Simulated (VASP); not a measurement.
# Ca (Fm-3m) in VASP: notebook, part 3 of 3

VASP 6.6.1. Earlier steps stand in the parts before.

**4. Single point, PBEsol (strain +0.015 along x and y, +0.015 along z)**

Input file INCAR:

```
PREC = Accurate
ENCUT = 520
EDIFF = 1E-7
ISMEAR = 0
SIGMA = 0.15
LREAL = F
LASPH = T
NELM = 100
ALGO = Normal
ISIF = 2
LWAVE = F
LCHARG = F
GGA = PS
NBANDS = 11
```

Input file KPOINTS:

```
Automatic mesh
0
Gamma
  14 14 14
```

Input file POSCAR:

```
Ca
1.0
    0.0000000000      2.8361130000      2.8361130000
    2.8361130000      0.0000000000      2.8361130000
    2.8361130000      2.8361130000      0.0000000000
Ca
1
Direct
    0.0000000000      0.0000000000      0.0000000000
```

Potentials or basis: VASP PAW PBE potentials, release 64 (Ca_sv).

Launch:

```console
cat potpaw_PBE.64/Ca_sv/POTCAR > POTCAR
mpirun -np 1 vasp_std > vasp.out
```

OUTCAR:

```text
PREC = Accurate
   ENCUT = 520
   EDIFF = 1E-7
   ISMEAR = 0
   LREAL = F
   LASPH = T
   NELM = 100
   ISIF = 2
   GGA = PS

 ion  position               nearest neighbor table
   1  0.000  0.000  0.000-

  LATTYP: Found a face centered cubic cell.
 ALAT       =     5.6722260000

  Lattice vectors:

 A1 = (   0.0000000000,   2.8361130000,   2.8361130000)
 A2 = (   2.8361130000,   0.0000000000,   2.8361130000)
 A3 = (   2.8361130000,   2.8361130000,   0.0000000000)

Analysis of symmetry for initial positions (statically):
=====================================================================
 Subroutine PRICEL returns:
 Original cell was already a primitive cell.

 Routine SETGRP: Setting up the symmetry group for a
 face centered cubic supercell.

 Subroutine GETGRP returns: Found 48 space group operations
 (whereof 48 operations were pure point group operations)
 out of a pool of 48 trial point group operations.

The static configuration has the point symmetry O_h .

Analysis of symmetry for dynamics (positions and initial velocities):
=====================================================================
 Subroutine PRICEL returns:
 Original cell was already a primitive cell.

 Routine SETGRP: Setting up the symmetry group for a
 face centered cubic supercell.

 Subroutine GETGRP returns: Found 48 space group operations
 (whereof 48 operations were pure point group operations)
 out of a pool of 48 trial point group operations.

The dynamic configuration has the point symmetry O_h .

 Subroutine INISYM returns: Found 48 space group operations
 (whereof 48 operations are pure point group operations),
 and found     1 'primitive' translations

----------------------------------------------------------------------------------------

                                     Primitive cell
[... 112 lines left out ...]
  Thomas-Fermi vector in A             =   2.118481
   LORBIT       =      0    0 simple, 1 ext, 2 COOP (PROOUT), +10 PAW based schemes
   GGA     = PS    functional components
   LHFCALC =     F    Hartree Fock is set to
   AEXX    =    0.0000 exact exchange contribution
   IVDW    =     0    specifies the selected vdW correction
   LEPSILON=     F    determine dielectric tensor
   LRPA    =     F    only Hartree local field effects (RPA)
 non-spin polarized calculation
 Gauss-broadening in eV      SIGMA  =   0.15
  energy-cutoff  :      520.00
  volume of cell :       45.62
 maximum number of plane-waves:      1246
 NGX is ok and might be reduce to    30
   NGX = 15   NGY = 15   NGZ = 15

 number of electron      10.0000001 magnetization

 Free energy of the ion-electron system (eV)
  ---------------------------------------------------
  ext. energy  EPLUGINS =         0.00000000
  ---------------------------------------------------
  free energy    TOTEN  =        -2.11300877 eV

  energy without entropy =       -2.09819846  energy(sigma->0) =       -2.10560362

 E-fermi :   1.5927     XC(G=0):  -7.5671

 val. band max:        1.5875228312   @ k =  -0.3571   0.4286   0.1429
 cond. band min:       1.6067223851   @ k =  -0.3571   0.4286   0.0714
 fundamental gap:      0.0191995539
 Fermi energy:         1.5927159166

 k-point     1 :       0.0000    0.0000    0.0000
  band No.  band energies     occupation
      1     -40.4319      2.00000
      2     -21.4314      2.00000
      3     -21.4314      2.00000
      4     -21.4314      2.00000
      5      -2.2974      2.00000
      6       3.8162      0.00000
      7       3.8162      0.00000
      8       3.8162      0.00000
      9       4.7978      0.00000
     10       4.7978      0.00000
     11      10.3933      0.00000
[... 309 lines left out ...]
 k-point    24 :       0.2857    0.1429    0.0000
  band No.  band energies     occupation
      1     -40.4263      2.00000
      2     -21.4835      2.00000
      3     -21.4460      2.00000
      4     -21.4449      2.00000
      5      -1.1513      2.00000
      6       2.9278      0.00000
      7       3.7943      0.00000
      8       4.1017      0.00000
      9       4.5003      0.00000
     10       5.0728      0.00000
     11       8.7743      0.00000

 [... further k-points ...]

------------------------ aborting loop because EDIFF is reached ----------------------------------------

  FORCE on cell =-STRESS in cart. coord.  units (eV):
  Direction    XX          YY          ZZ          XY          YZ          ZX
  --------------------------------------------------------------------------------------
  -------------------------------------------------------------------------------------
  Total       -0.4944577     -0.4944577     -0.4944577      0.0000000     -0.0000000      0.0000000
  in kB      -17.3635755    -17.3635755    -17.3635755      0.0000000     -0.0000000      0.0000000
  external PRESSURE =     -17.3635755 kB  Pullay stress =       0.0000000 kB

 VOLUME and BASIS-vectors are now :
 -----------------------------------------------------------------------------
  energy-cutoff  :      520.00
  volume of cell :       45.62
      direct lattice vectors                 reciprocal lattice vectors
     0.000000000  2.836113000  2.836113000    -0.176297630  0.176297630  0.176297630
     2.836113000  0.000000000  2.836113000     0.176297630 -0.176297630  0.176297630
     2.836113000  2.836113000  0.000000000     0.176297630  0.176297630 -0.176297630

 POSITION                                       TOTAL-FORCE (eV/Angst)
 -----------------------------------------------------------------------------------
      0.00000      0.00000      0.00000         0.000000     -0.000000      0.000000
 -----------------------------------------------------------------------------------
    total drift:                               -0.000000     -0.000000      0.000000

  FREE ENERGIE OF THE ION-ELECTRON SYSTEM (eV)
  ---------------------------------------------------
  free  energy   TOTEN  =        -2.1130087744 eV

  energy  without entropy=       -2.0981984642  energy(sigma->0) =       -2.10560362
```

stdout:

```text
POSCAR found type information on POSCAR Ca
 POSCAR found :  1 types and       1 ions
 scaLAPACK will be used
 -----------------------------------------------------------------------------
|                                                                             |
|                                                                             |
|     You enforced a specific xc type in the INCAR file but a different       |
|     I HOPE YOU KNOW WHAT YOU ARE DOING!                                     |
|                                                                             |
 -----------------------------------------------------------------------------

 LDA part: xc-table for (Slater+PW92), standard interpolation
 POSCAR, INCAR and KPOINTS ok, starting setup
 FFT: planning ... GRIDC
 FFT: planning ... GRID_SOFT
 FFT: planning ... GRID
 WAVECAR not read
 entering main loop
```

It took 21 s on 1 thread of Intel Xeon 6975P-C (Granite Rapids), shared host; peak memory 0.2 GiB.

What came out:

```yaml
Free_energy: -2.1130 eV
Pressure: -1.7 GPa
Band_gap_on_the_k_mesh: zero (band 5 reaches 1.79 eV, above the bottom of band 6 at 1.39 eV)
```

Levels at points of the mesh, in eV from the Fermi level:
| k point | band 3 | band 4 | band 5 | band 6 | band 7 | band 8 |
| --- | --- | --- | --- | --- | --- | --- |
| (0.00, 0.00, 0.00) | -23.02 | -23.02 | -3.89 | 2.22 | 2.22 | 2.22 |
| (0.50, 0.00, 0.00) | -23.04 | -23.04 | -0.97 | -0.20 | 2.12 | 2.12 |
| (0.50, 0.50, 0.00) | -23.06 | -23.06 | -0.39 | 0.60 | 0.84 | 3.83 |

Caveat: the cell differs from its parent crystal (strain +0.015 along x and y, +0.015 along z); the PAW data sets were made with another functional, which shifts forces and pressure a little.

**5. Single point, PBEsol (strain +0.030 along x and y, +0.030 along z)**

Input file INCAR:

```
SYSTEM = Ca
PREC = Accurate
ENCUT = 520
EDIFF = 1E-6
ISMEAR = 0
SIGMA = 0.15
LREAL = .FALSE.
LASPH = .TRUE.
NELM = 100
ALGO = Normal
ISIF = 2
LWAVE = .FALSE.
LCHARG = .FALSE.
GGA = PS
NBANDS = 11
```

Input file KPOINTS:

```
regular mesh
0
G
  14 14 14
  0 0 0
```

Input file POSCAR:

```
Ca
1.0
    0.0000000000      2.8780260000      2.8780260000
    2.8780260000      0.0000000000      2.8780260000
    2.8780260000      2.8780260000      0.0000000000
Ca
1
Direct
    0.0000000000      0.0000000000      0.0000000000
```

Launch:

```console
cat potpaw_PBE.64/Ca_sv/POTCAR > POTCAR
mpirun -np 1 vasp_std > vasp.out
```

Run time: 20 s. Hardware: 1 thread of Intel Xeon 6975P-C (Granite Rapids), shared host; peak memory 0.2 GiB.

The run converged. Its results:

```yaml
Free_energy: -2.0879 eV
Pressure: -2.2 GPa
Band_gap_on_the_k_mesh: zero (band 5 reaches 1.65 eV, above the bottom of band 6 at 1.21 eV)
```

Levels at points of the mesh, in eV from the Fermi level:
```
           k point  band 3  band 4  band 5  band 6  band 7  band 8
(0.00, 0.00, 0.00)  -23.13  -23.13   -3.81    2.16    2.16    2.16
(0.50, 0.00, 0.00)  -23.15  -23.15   -0.95   -0.22    2.07    2.07
(0.50, 0.50, 0.00)  -23.17  -23.17   -0.35    0.62    0.77    3.68
```

Caveat: the cell differs from its parent crystal (strain +0.030 along x and y, +0.030 along z); the PAW data sets were made with another functional, which shifts forces and pressure a little.

**6. Summary**

```csv
cell,gap on the mesh (eV),pressure (GPa)
"a = 3.833 Å, angles 60.0°, 1 atom",none,0.4
"a = 3.892 Å, angles 60.0°, 1 atom",none,-0.4
"a = 4.011 Å, angles 60.0°, 1 atom",none,-1.7
"a = 4.070 Å, angles 60.0°, 1 atom",none,-2.2
```

Alike in all rows: task single point; level PBEsol; potentials or basis VASP PAW PBE potentials, release 64 (Ca_sv); no spin polarisation; k mesh 14 × 14 × 14; cutoff (eV) 520; smearing gaussian 0.15 eV.

Caveats: the PAW data sets were made with another functional, which shifts forces and pressure a little.

Total energies depend on the potentials used, so only differences within one code and one set of settings carry meaning.
